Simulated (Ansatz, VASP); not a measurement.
# Ba in VASP and in Ansatz

```
Ba
1.0
     0.00000    3.17074    3.17074
     3.17074    0.00000    3.17074
     3.17074    3.17074    0.00000
Ba
1
Direct
  0.00000 0.00000 0.00000
```

Alike in both runs: task single point; functional RPBE; k mesh 10 × 10 × 10; occupations fermi-dirac, width 0.1 eV; no spin polarisation.

|  | VASP | Ansatz |
| --- | --- | --- |
| version | VASP 6.6.1 | Ansatz 0.2.0 |
| potentials or method | VASP PAW PBE potentials, release 64 (Ba_sv), cutoff 520 eV | plane waves (420 eV) with PAW, scalar-relativistic |
| valence electrons in the cell | 10 | 10 |

```csv
,VASP,Ansatz,Ansatz less VASP
pressure (GPa),0.8,0.8,-0.05
```

VASP's potentials were made for PBE, not for RPBE. The functional is the same, so the differences come from potentials, cutoffs and numerics.

Neither program's run includes spin-orbit coupling.
